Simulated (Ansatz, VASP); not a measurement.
# CdTe in VASP and in Ansatz

File INCAR:

```
PREC = Accurate
ENCUT = 500
EDIFF = 1E-7
ISMEAR = 0
SIGMA = 0.02
LREAL = False
LASPH = True
NELM = 120
ALGO = Normal
ISIF = 3
LWAVE = False
LCHARG = False
GGA = PE
IBRION = 2
NSW = 100
EDIFFG = -0.002
GGA_COMPAT = False
NELMIN = 4
```

KPOINTS

```
Automatic mesh
0
Gamma
  10 10 10
```

POSCAR

```
CdTe
1.0
    0.0000000000      3.3096311576      3.3096311576
    3.3096311576      0.0000000000      3.3096311576
    3.3096311576      3.3096311576      0.0000000000
Cd Te
1 1
Direct
    0.0000000000      0.0000000000      0.0000000000
    0.2500000000      0.2500000000      0.2500000000
```

Input for Ansatz:

```yaml
crystal:
  lattice:
    - [0.0, 3.3096311576, 3.3096311576]
    - [3.3096311576, 0.0, 3.3096311576]
    - [3.3096311576, 3.3096311576, 0.0]
  atoms:
    - { symbol: Cd, position: [0.0, 0.0, 0.0] }
    - { symbol: Te, position: [0.25, 0.25, 0.25] }
basis:
  ecutwfc: 420
kpoints:
  mp_grid: { grid: [10, 10, 10] }
hamiltonian:
  xc: pbe
  pseudopotentials: { kind: paw }
scf:
  occupations: { method: gaussian, width: 0.02 }
output:
  forces: true
  stress: true
  eigenvalues: true
  write_density: true
  write_potential: true
  elf: true
  volumetric_format: npy
relax:
  adjacent_minimum: "off"
  f_tol: 0.002
  max_steps: 80
  cell: { stress_tol: 0.02 }
```

Alike in both runs: task relaxation of cell and atoms; functional PBE; k mesh 10 × 10 × 10; occupations gaussian, width 0.02 eV; no spin polarisation.

```csv
,VASP,Ansatz
version,VASP 6.6.1,Ansatz 0.2.0
potentials or method,"VASP PAW PBE potentials, release 64 (Cd, Te), cutoff 500 eV","scalar-relativistic, plane waves, PAW"
valence electrons in the cell,18,36
```

|  | VASP | Ansatz | Ansatz less VASP |
| --- | --- | --- | --- |
| gap on the k mesh at the Fermi level, each at its own relaxed structure (eV) | 0.57 | 0.58 | +0.010 |
| relaxed volume (Å³/atom) | 36.34 | 36.25 | -0.088 |
| relaxed length of the cell vector where the two differ most in proportion (Å) | 4.684 | 4.681 | -0.0038 |

VASP's potentials hold 18 valence electrons a cell and Ansatz's 36, so a difference there can come from the potentials and not from the codes.

Neither program's run includes spin-orbit coupling.
